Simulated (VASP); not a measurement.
Runs of VASP 6.6.1 on HfN. The structure is that of space group F-43m (No. 216), or close to it. The cells are those of the table. 

| task | level | spin | cell | k mesh | cutoff (eV) | share of exact exchange | screening parameter | gap on the mesh (eV) | pressure (GPa) | relaxed volume (Å³/atom) |
| --- | --- | --- | --- | --- | --- | --- | --- | --- | --- | --- |
| single point | HSE06 | non-collinear, zero start, SOC | a = 3.472 Å, angles 60.0°, 2 atoms | 4 × 4 × 4 | 520 | 0.25 | 0.2079 1/Å | - | (b) | - |
| relaxation of cell and atoms | HF | off | relaxed from a = 3.472 Å, angles 60.0°, 2 atoms | 5 × 5 × 5 | 600 | 1 | - | none | 0.0 | (a) |
| single point | HSE06 | off | a = 3.425 Å, angles 60.0°, 2 atoms | 6 × 6 × 6 | 520 | 0.25 | 0.2079 1/Å | none | 3.9 | - |
| single point | HSE06 | off | a = 3.401 Å, angles 60.0°, 2 atoms | 6 × 6 × 6 | 520 | 0.25 | 0.2079 1/Å | none | 8.9 | - |
| relaxation of cell and atoms | B3LYP | off | relaxed from a = 3.472 Å, angles 60.0°, 2 atoms | 5 × 5 × 5 | 600 | 0.2 | - | none | 0.0 | 14.88 |

Alike in all rows: potentials or basis VASP PAW PBE potentials, release 64 (Hf_pv, N); smearing fermi-dirac 0.05 eV.

Question: Estimate the missing entries.

Answer: (a) 14.90; (b) -3.7.

Caveats: all runs use coarse meshes; the PAW data sets were made with another functional, which shifts forces and pressure a little; spin-orbit coupling is left out, which moves the levels of the heavy elements (at least some runs).

A k mesh can miss the band edges, and rows without SOC leave out spin-orbit coupling on Hf.

A gap of «none» marks levels without a gap at the run's occupations.
